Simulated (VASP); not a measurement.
# Pb (P6_3/mmc) in VASP: notebook

The runs below take Pb through electric field gradients, with PBEsol.

Everything below comes from runs of VASP 6.6.1. Logs are shortened: lines on timing, memory, paths and dates and some standing lists are left out, and cuts for length are marked.

## 1. The cell of the first run

The structure is hexagonal, space group P6_3/mmc (No. 194). The conventional cell has a = 3.376 Å, b = 3.376 Å, c = 5.590 Å, α = 90.00°, β = 90.00°, γ = 120.00°. Within 4.4 Å of Pb (site symmetry -6m2) lie 12 Pb at 3.38 to 3.41 Å.

This isn't the form of Pb at room conditions, which is fcc.

## 2. Electric field gradients, PBEsol (equal xx and yy strain of -3 %)

File INCAR:

```
  PREC = Accurate
  ENCUT = 520
  EDIFF = 1E-8
  ISMEAR = -1
  SIGMA = 0.05
  LREAL = F
  LASPH = T
  NELM = 80
  ALGO = Normal
  ISIF = 2
  LWAVE = F
  LCHARG = F
  GGA = PS
  LEFG = T
  NBANDS = 21
```

File KPOINTS:

```
regular mesh
0
Gamma
  12 12 7
```

File POSCAR:

```
Pb
1.0
    3.3756006699      0.0000000000      0.0000000000
   -1.6878003349      2.9233559331      0.0000000000
    0.0000000000      0.0000000000      5.5900000000
Pb
2
Direct
    0.3333333333      0.6666666667      0.2500000000
    0.6666666667      0.3333333333      0.7500000000
```

Potentials or basis: VASP PAW PBE potentials, release 64 (Pb_d).

Started as:

```console
cat potpaw_PBE.64/Pb_d/POTCAR > POTCAR
mpirun -np 1 vasp_std > vasp.out
```

OUTCAR:

```text
PREC = Accurate
   ENCUT = 520
   EDIFF = 1E-8
   ISMEAR = -1
   LREAL = F
   LASPH = T
   NELM = 80
   ISIF = 2
   GGA = PS

 ion  position               nearest neighbor table
   1  0.333  0.667  0.250-   2 3.41   2 3.41   2 3.41   2 3.41   2 3.41   2 3.41
   2  0.667  0.333  0.750-   1 3.41   1 3.41   1 3.41   1 3.41   1 3.41   1 3.41

  LATTYP: Found a hexagonal cell.
 ALAT       =     3.3756006699
 C/A-ratio  =     1.6560015673

  Lattice vectors:

 A1 = (   3.3756006699,   0.0000000000,   0.0000000000)
 A2 = (  -1.6878003349,   2.9233559331,   0.0000000000)
 A3 = (   0.0000000000,   0.0000000000,   5.5900000000)

Analysis of symmetry for initial positions (statically):
=====================================================================
 Subroutine PRICEL returns:
 Original cell was already a primitive cell.

 Routine SETGRP: Setting up the symmetry group for a
 hexagonal supercell.

 Subroutine GETGRP returns: Found 24 space group operations
 (whereof 12 operations were pure point group operations)
 out of a pool of 24 trial point group operations.

The static configuration has the point symmetry D_3d.
 The point group associated with its full space group is D_6h.

Analysis of symmetry for dynamics (positions and initial velocities):
=====================================================================
 Subroutine PRICEL returns:
 Original cell was already a primitive cell.

 Routine SETGRP: Setting up the symmetry group for a
 hexagonal supercell.

 Subroutine GETGRP returns: Found 24 space group operations
 (whereof 12 operations were pure point group operations)
 out of a pool of 24 trial point group operations.

The dynamic configuration has the point symmetry D_3d.
 The point group associated with its full space group is D_6h.

 Subroutine INISYM returns: Found 24 space group operations
 (whereof 12 operations are pure point group operations),
 and found     1 'primitive' translations

----------------------------------------------------------------------------------------

                                     Primitive cell

  volume of cell :      55.1626

  direct lattice vectors                    reciprocal lattice vectors
     3.375600670  0.000000000  0.000000000     0.296243572  0.171036306  0.000000000
    -1.687800335  2.923355933  0.000000000     0.000000000  0.342072612  0.000000000
     0.000000000  0.000000000  5.590000000     0.000000000  0.000000000  0.178890877

  length of vectors
     3.375600670  3.375600670  5.590000000     0.342072612  0.342072612  0.178890877

  position of ions in fractional coordinates (direct lattice)
     0.333333333  0.666666667  0.250000000
     0.666666667  0.333333333  0.750000000

  ion indices of the primitive-cell ions
   primitive index   ion index
                 1           1
                 2           2

----------------------------------------------------------------------------------------

 KPOINTS: regular mesh

Automatic generation of k-mesh.
 Grid dimensions read from file:
 generate k-points for:   12   12    7

 Generating k-lattice:

  Cartesian coordinates                     Fractional coordinates (reciprocal lattice)
     0.024686964  0.014253026  0.000000000     0.083333333 -0.000000000  0.000000000
     0.000000000  0.028506051  0.000000000     0.000000000  0.083333333  0.000000000
     0.000000000  0.000000000  0.025555840     0.000000000  0.000000000  0.142857143

  Length of vectors
     0.028506051  0.028506051  0.025555840

  Shift w.r.t. Gamma in fractional coordinates (k-lattice)
     0.000000000  0.000000000  0.000000000

 Subroutine IBZKPT returns following result:
 ===========================================

 Found     76 irreducible k-points:

 Following reciprocal coordinates:
            Coordinates               Weight
  0.000000  0.000000  0.000000      1.000000
  0.083333  0.000000  0.000000      6.000000
  0.166667 -0.000000  0.000000      6.000000
  0.250000 -0.000000  0.000000      6.000000
  0.333333 -0.000000  0.000000      6.000000
  0.416667 -0.000000  0.000000      6.000000
[... 16 lines left out ...]
  0.250000 -0.000000  0.142857     12.000000
  0.333333 -0.000000  0.142857     12.000000
 [... further k-points ...]
   k-points           NKPTS =     76   k-points in BZ     NKDIM =     76   number of bands    NBANDS=     21
   number of dos      NEDOS =    301   number of ions     NIONS =      2
   total plane-waves  NPLWV =  32928
   dimension x,y,z NGX =    28 NGY =   28 NGZ =   42
   dimension x,y,z NGXF=    56 NGYF=   56 NGZF=   84
   ions per type =               2
   NGX,Y,Z   is equivalent  to a cutoff of  13.79, 13.79, 12.49 a.u.
   NGXF,Y,Z  is equivalent  to a cutoff of  27.58, 27.58, 24.98 a.u.
 SYSTEM =  unknown system
   PREC   = accura    normal or accurate (medium, high low for compatibility)
   ISTART =      0    job   : 0-new  1-cont  2-samecut
   ICHARG =      2    charge: 1-file 2-atom 10-const
   ISPIN  =      1    spin polarized calculation?
   LNONCOLLINEAR =      F non collinear calculations
   LSORBIT =      F    spin-orbit coupling
   LASPH  =      T    aspherical Exc in radial PAW
   ENCUT  =  520.0 eV  38.22 Ry    6.18 a.u.   6.28  6.28 10.39*2*pi/ulx,y,z
   NELM   =     80;   NELMIN=  2; NELMDL= -5     # of ELM steps
   EDIFF  = 0.1E-07   stopping-criterion for ELM
   LREAL  =      F    real-space projection
   EDIFFG = 0.1E-06   stopping-criterion for IOM
   NSW    =      0    number of steps for IOM
   IBRION =     -1    ionic relax: 0-MD 1-quasi-New 2-CG
   NFREE  =      0    steps in history (QN), initial steepest desc. (CG)
   ISIF   =      2    stress and relaxation
   ISYM   =      2    0-nonsym 1-usesym 2-fastsym
   POTIM  = 0.5000    time-step for ionic-motion
   TEBEG  =    0.0;   TEEND  =   0.0 temperature during run
   PSTRESS=    0.0 pullay stress
   NELECT =      28.0000    total number of electrons
   NUPDOWN=      -1.0000    fix difference up-down
   EMIN   =  10.00;   EMAX   =-10.00  energy-range for DOS
   EFERMI =   0.00;   METHOD = LEGACY
   ISMEAR =    -1;   SIGMA  =   0.05  broadening in eV -4-tet -1-fermi 0-gaus
   EFERMI_NEDOS =   21; number of points for ismear=-14 and -15
   IALGO  =     38    algorithm
   IMIX   =      4    mixing-type and parameters
     AMIX     =   0.40;   BMIX     =  1.00
     AMIX_MAG =   1.60;   BMIX_MAG =  1.00
  volume/ion in A,a.u.               =      27.58       186.13
  Fermi-wavevector in a.u.,A,eV,Ry     =   1.305908  2.467809 23.203325  1.705396
  Thomas-Fermi vector in A             =   2.436746
   LORBIT       =      0    0 simple, 1 ext, 2 COOP (PROOUT), +10 PAW based schemes
   GGA     = PS    functional components
   LHFCALC =     F    Hartree Fock is set to
   AEXX    =    0.0000 exact exchange contribution
   IVDW    =     0    specifies the selected vdW correction
   LEPSILON=     F    determine dielectric tensor
   LRPA    =     F    only Hartree local field effects (RPA)
 non-spin polarized calculation
  energy-cutoff  :      520.00
  volume of cell :       55.16
 maximum number of plane-waves:      1521
 NGX is ok and might be reduce to    28
   NGX = 13   NGY = 13   NGZ = 21

 number of electron      28.0000003 magnetization

 Free energy of the ion-electron system (eV)
  ---------------------------------------------------
  ext. energy  EPLUGINS =         0.00000000
  ---------------------------------------------------
  free energy    TOTEN  =        -7.89966120 eV

  energy without entropy =       -7.88835805  energy(sigma->0) =       -7.89400963

 E-fermi :   8.1590     XC(G=0): -10.8061

 val. band max:        8.1460666601   @ k =   0.4167   0.0833   0.1429
 cond. band min:       8.1632501754   @ k =   0.1667  -0.0000   0.4286
 fundamental gap:      0.0171835153
 Fermi energy:         8.1589896406

 k-point     1 :       0.0000    0.0000    0.0000
  band No.  band energies     occupation
      1      -8.9300      2.00000
      2      -8.8789      2.00000
      3      -8.8426      2.00000
      4      -8.8426      2.00000
      5      -8.8146      2.00000
      6      -8.8146      2.00000
[... 13 lines left out ...]
     20      17.6614      0.00000
     21      20.0477      0.00000
[... 529 lines left out ...]
 k-point    24 :       0.3333   -0.0000    0.1429
  band No.  band energies     occupation
      1      -9.0228      2.00000
      2      -8.9009      2.00000
      3      -8.8850      2.00000
      4      -8.8010      2.00000
      5      -8.7297      2.00000
      6      -8.6957      2.00000
[... 13 lines left out ...]
     20      16.7477      0.00000
     21      18.4319      0.00000

 [... further k-points ...]

------------------------ aborting loop because EDIFF is reached ----------------------------------------

  FORCE on cell =-STRESS in cart. coord.  units (eV):
  Direction    XX          YY          ZZ          XY          YZ          ZX
  --------------------------------------------------------------------------------------
  -------------------------------------------------------------------------------------
  Total        1.6684137      1.6684137      1.5662985      0.0000000      0.0000000      0.0000000
  in kB       48.4584781     48.4584781     45.4925777      0.0000000      0.0000000      0.0000000
  external PRESSURE =      47.4698446 kB  Pullay stress =       0.0000000 kB

 VOLUME and BASIS-vectors are now :
 -----------------------------------------------------------------------------
  energy-cutoff  :      520.00
  volume of cell :       55.16
      direct lattice vectors                 reciprocal lattice vectors
     3.375600670  0.000000000  0.000000000     0.296243572  0.171036306  0.000000000
    -1.687800335  2.923355933  0.000000000     0.000000000  0.342072612  0.000000000
     0.000000000  0.000000000  5.590000000     0.000000000  0.000000000  0.178890877

 POSITION                                       TOTAL-FORCE (eV/Angst)
 -----------------------------------------------------------------------------------
     -0.00000      1.94890      1.39750         0.000000      0.000000      0.000000
      1.68780      0.97445      4.19250        -0.000000      0.000000      0.000000
 -----------------------------------------------------------------------------------
    total drift:                               -0.000000      0.000000      0.000000

  FREE ENERGIE OF THE ION-ELECTRON SYSTEM (eV)
  ---------------------------------------------------
  free  energy   TOTEN  =        -7.8996612027 eV

  energy  without entropy=       -7.8883580513  energy(sigma->0) =       -7.89400963

 Electric field gradients (V/A^2)
---------------------------------------------------------------------
 ion       V_xx      V_yy      V_zz      V_xy      V_xz      V_yz
---------------------------------------------------------------------
   1       7.108     7.107   -14.216    -0.001     0.000    -0.000
   2       7.108     7.107   -14.216    -0.001    -0.000     0.000
---------------------------------------------------------------------

 Electric field gradients after diagonalization (V/A^2)
 (convention: |V_zz| > |V_xx| > |V_yy|)
----------------------------------------------------------------------
 ion       V_xx      V_yy      V_zz     asymmetry (V_yy - V_xx)/ V_zz
----------------------------------------------------------------------
   1       7.109     7.107   -14.216       0.000
   2       7.109     7.107   -14.216       0.000
----------------------------------------------------------------------

           NMR quadrupolar parameters

 Cq : quadrupolar parameter    Cq=e*Q*V_zz/h
 eta: asymmetry parameters     (V_yy - V_xx)/ V_zz
 Q  : nuclear electric quadrupole moment in mb (millibarn)
----------------------------------------------------------------------
 ion       Cq(MHz)       eta       Q (mb)
----------------------------------------------------------------------
   1      -0.034       0.000       1.000
   2      -0.034       0.000       1.000
----------------------------------------------------------------------
```

Run time: 32 s. Hardware: 1 thread of Intel Xeon 6975P-C (Granite Rapids), shared host; peak memory 0.21 GiB.

Results:

- Free energy: -7.8997 eV
- Pressure: 4.7 GPa
- Band gap on the k mesh: zero (bands 14 and 15 overlap by 8.53 eV)
- Largest electric field gradient by atom: Pb -14.2 V/Å²

Levels at points of the mesh, in eV from the Fermi level:
```
           k point  band 12  band 13  band 14  band 15  band 16  band 17
(0.00, 0.00, 0.00)    -8.32    -4.69     6.33     6.33     8.06     8.28
(0.50, 0.00, 0.00)    -7.13    -3.10    -1.71    -0.58     1.81     2.31
```

Electric field gradients, principal values (V/Å²):
```tsv
atom	least	middle	greatest (by size)
1 Pb	7.107	7.109	-14.216
2 Pb	7.107	7.109	-14.216
```

Caveat: the cell differs from its parent crystal (equal xx and yy strain of -3 %); the cell stands under pressure; without QUAD_EFG the Cq values of the log hold for a quadrupole moment of 1 mb, not for the nuclei; the PAW data sets were made with another functional, which shifts forces and pressure a little; spin-orbit coupling is left out, which moves the levels of the heavy elements.

[end of part 1 of 2]
